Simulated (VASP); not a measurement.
Here is a VASP 6.6.1 calculation.

Contents of INCAR:

```
SYSTEM = Hf
PREC = Accurate
ENCUT = 520
EDIFF = 1E-6
ISMEAR = 0
SIGMA = 0.1
LREAL = .False.
LASPH = .True.
NELM = 100
ALGO = Fast
ISIF = 2
LWAVE = .False.
LCHARG = .True.
GGA = PS
LELF = .True.
LVHAR = .True.
ISYM = 0
NBANDS = 11
```

Contents of KPOINTS:

```
Automatic mesh
0
Gamma
  15 14 15
  0 0 0
```

Contents of POSCAR:

```
Hf
1.0
    0.0000000000      2.2241958000      2.2241958000
    2.2685958000     -0.0444000000      2.2685958000
    2.2241958000      2.2241958000      0.0000000000
Hf
1
Direct
    0.0000000000      0.0000000000      0.0000000000
```

Potentials or basis: VASP PAW PBE potentials, release 64 (Hf_pv).

Run with:

```bash
$ cat potpaw_PBE.64/Hf_pv/POTCAR > POTCAR
$ mpirun -np 1 vasp_std > vasp.out
```

Problem. What does it give for the pressure?

Solution. -5.3 GPa.

Problem. Estimate the band gap on the k mesh.

Solution. Zero (band 5 reaches 5.62 eV, above the bottom of band 6 at 4.00 eV).

Stress tensor (GPa, compression positive):
```
-5.22  1.14 -1.20
 1.14 -5.40  1.14
-1.20  1.14 -5.22
```

Caveat: the cell differs from its parent crystal (strained); the PAW data sets were made with another functional, which shifts forces and pressure a little; spin-orbit coupling is left out, which moves the levels of the heavy elements.
